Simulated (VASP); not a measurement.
Input of a VASP 6.6.1 run:

Contents of INCAR:

```
PREC     = Accurate       # precision mode
ENCUT    = 520            # plane-wave cutoff, eV
EDIFF    = 1E-6           # SCF threshold, eV
ISMEAR   = 0              # smearing method
SIGMA    = 0.02           # smearing width, eV
LREAL    = F              # projectors in reciprocal space
LASPH    = T              # aspherical terms in the spheres
NELM     = 60             # most SCF steps
ALGO     = Normal         # electronic algorithm
ISIF     = 2              # what is computed and relaxed
LWAVE    = F              # write WAVECAR
LCHARG   = F              # write CHGCAR
GGA      = PE             # functional
NBANDS   = 31             # bands
```

File KPOINTS:

```
Automatic mesh
0
Gamma
  8 8 8
```

The input POSCAR:

```
Al3GaAs4
1.0
   -2.8664044389      2.8664044389      5.7332366224
    2.8664044389     -2.8664044389      5.7332366224
    2.8664044389      2.8664044389     -5.7332366224
Al Ga As
3 1 4
Direct
    0.0000000000      0.0000000000      0.0000000000
    0.2500000000      0.7500000000      0.5000000000
    0.7500000000      0.2500000000      0.5000000000
    0.5000000000      0.5000000000      0.0000000000
    0.1238169012      0.1238169012      0.4985027510
    0.3746858497      0.8761830988      0.0000000000
    0.6253141503      0.6253141503      0.5014972490
    0.8761830988      0.3746858497      0.0000000000
```

Potentials or basis: VASP PAW PBE potentials, release 64 (Al, Ga_d, As).

Command:

```sh
$ cat potpaw_PBE.64/Al/POTCAR potpaw_PBE.64/Ga_d/POTCAR potpaw_PBE.64/As/POTCAR > POTCAR
$ mpirun -np 1 vasp_std > vasp.out
```

Problem. What does it give for the pressure?

Solution. 0.2 GPa.

Problem. What does it give for the band gap on the k mesh?

Solution. 1.33 eV.

Problem. Estimate the largest force.

Solution. 0.003 eV/Å.

Forces on the atoms (eV/Å):
```
Al   0.000  0.000  0.000
Al   0.000  0.000  0.000
Al   0.000  0.000  0.000
Ga   0.000  0.000  0.000
As  -0.002 -0.002 -0.002
As   0.002 -0.002  0.002
As   0.002  0.002 -0.002
As  -0.002  0.002  0.002
```

A k mesh can miss the band edges.
